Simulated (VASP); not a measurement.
A run of VASP 6.6.1 is set up as follows.

The input INCAR:

```
SYSTEM = Te
PREC = Accurate ; ENCUT = 520
EDIFF = 1E-6 ; ISMEAR = -1
SIGMA = 0.05 ; LREAL = .False.
LASPH = .True. ; NELM = 80
ALGO = Normal ; ISIF = 2
LWAVE = .False. ; LCHARG = .False.
NBANDS = 9
```

Contents of KPOINTS:

```
regular mesh
0
Gamma
  9 9 9
  0 0 0
```

Contents of POSCAR:

```
Te
1.0
    2.2551826044      1.3020302820      1.7456296669
   -2.2551826044      1.3020302820      1.7456296669
    0.0000000000     -2.6040605692      1.7456296631
Te
1
Direct
    0.5000000026      0.5000000026      0.5000000007
```

Potentials or basis: VASP PAW LDA potentials, release 64 (Te).

Run with:

```sh
$ cat potpaw_LDA.64/Te/POTCAR > POTCAR
$ mpirun -np 1 vasp_std > vasp.out
```

Problem. What does it give for the band gap on the k mesh?

Solution. Zero (band 3 reaches 9.70 eV, above the bottom of band 4 at 4.32 eV).

Problem. What does it give for the pressure?

Solution. 0.1 GPa.

Caveat: spin-orbit coupling is left out, which moves the levels of the heavy elements.
